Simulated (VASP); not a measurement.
Ta3N:

```
CELL_PARAMETERS angstrom
3.89934 0.00000 0.00000
0.00000 3.89934 0.00000
0.00000 0.00000 3.89934
ATOMIC_POSITIONS crystal
Ta 0.00000 0.50000 0.50000
Ta 0.50000 0.00000 0.50000
Ta 0.50000 0.50000 0.00000
N 0.00000 0.00000 0.00000
```

| Quantity | Value |
| --- | --- |
| Program | VASP 6.6.1 |
| Task | relaxation of cell and atoms |
| Functional | PBE |
| Potentials or basis | VASP PAW PBE potentials, release 64 (Ta_pv, N) |
| Cutoff | 600 eV |
| k mesh | 4 × 4 × 4 |
| Occupations | gaussian, width 0.1 eV |
| Spin | no spin polarisation |

At the start: pressure 10.8 GPa; volume 14.82 Å³/atom.

Q: Where does the relaxation end?

A: Over 3 steps the energy falls by 26.9 meV/atom and the volume is 15.68 Å³/atom (+5.8 %); space group Pm-3m (No. 221, to 0.1 Å) before and after.

The path:
```tsv
step	energy change (eV)	largest force (eV/Å)	pressure (GPa)	volume (Å³)
1	0.0000	0.0000	10.78	59.29
2	0.1292	0.0000	-12.48	68.26
3	-0.1074	0.0000	-0.21	62.72
```

Final structure:
```
CELL_PARAMETERS angstrom
3.97305 0.00000 0.00000
0.00000 3.97305 0.00000
0.00000 0.00000 3.97305
ATOMIC_POSITIONS crystal
Ta 0.00000 0.50000 0.50000
Ta 0.50000 0.00000 0.50000
Ta 0.50000 0.50000 0.00000
N 0.00000 0.00000 0.00000
```

Caveat: the k points lie up to 0.40 Å⁻¹ apart in the final cell, too coarse for converged energies and pressures of a metal.
